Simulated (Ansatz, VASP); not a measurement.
Rh: VASP beside Ansatz

File POSCAR:

```
Rh
1.0
    0.0000000000      1.9966275000      1.9490887500
    1.9966275000      0.0000000000      1.9490887500
    1.9966275000      1.9966275000      0.0000000000
Rh
1
Direct
    0.0000000000      0.0000000000      0.0000000000
```

File INCAR.step1:

```
PREC     = Accurate       # precision mode
ENCUT    = 520            # plane-wave cutoff, eV
ISMEAR   = 0              # smearing method
SIGMA    = 0.15           # smearing width, eV
LREAL    = F              # projectors in reciprocal space
LASPH    = T              # aspherical terms in the spheres
NELM     = 100            # most SCF steps
NBANDS   = 14             # bands
GGA      = PE             # functional
ALGO     = Normal         # electronic algorithm
EDIFF    = 1E-4           # SCF threshold, eV
LWAVE    = T              # write WAVECAR
LCHARG   = F              # write CHGCAR
```

The input INCAR.step2:

```
PREC     = Accurate       # precision mode
ENCUT    = 520            # plane-wave cutoff, eV
EDIFF    = 1E-6           # SCF threshold, eV
ISMEAR   = 0              # smearing method
SIGMA    = 0.15           # smearing width, eV
LREAL    = F              # projectors in reciprocal space
LASPH    = T              # aspherical terms in the spheres
NELM     = 100            # most SCF steps
ALGO     = Normal         # electronic algorithm
ISIF     = 2              # what is computed and relaxed
LWAVE    = F              # write WAVECAR
LCHARG   = F              # write CHGCAR
METAGGA  = R2SCAN         # meta-GGA
LMIXTAU  = T            
NBANDS   = 14             # bands
ISTART   = 1
```

KPOINTS

```
Automatic mesh
0
Gamma
  22 22 22
```

Input for Ansatz:

```yaml
crystal:
  lattice:
    - [0.0, 1.9966275, 1.94908875]
    - [1.9966275, 0.0, 1.94908875]
    - [1.9966275, 1.9966275, 0.0]
  atoms:
    - { symbol: Rh, position: [0.0, 0.0, 0.0] }
basis:
  ecutwfc: 500
kpoints:
  mp_grid: { grid: [22, 22, 22] }
hamiltonian:
  xc: r2scan
scf:
  occupations: { method: gaussian, width: 0.15 }
output:
  forces: true
  stress: true
  eigenvalues: true
```

Change from the starting cell: strain +0.050 along x and y, +0.025 along z, atoms carried along.

Alike in both runs: task single point; functional r2SCAN; k mesh 22 × 22 × 22; occupations gaussian, width 0.15 eV; no spin polarisation.

```csv
,VASP,Ansatz
version,VASP 6.6.1,Ansatz 0.2.0
potentials or method,"VASP PAW PBE potentials, release 64 (Rh_pv), cutoff 520 eV","scalar-relativistic, plane waves, PAW"
valence electrons in the cell,15,17
```

```csv
,VASP,Ansatz,Ansatz less VASP
gap on the k mesh at the Fermi level (eV),none,none,-
pressure (GPa),-24.6,-25.2,-0.63
"traceless stress, the component that is largest in VASP (GPa)",2.68,2.67,-0.014
```

VASP's potentials were made for PBE, not for r2SCAN. A gap of «none» marks a metal or a gap that the smearing closes. With one functional, cell and mesh, what is left measures potentials, basis and numerics. VASP's potentials hold 15 valence electrons a cell and Ansatz's 17, so a difference there can come from the potentials and not from the codes.
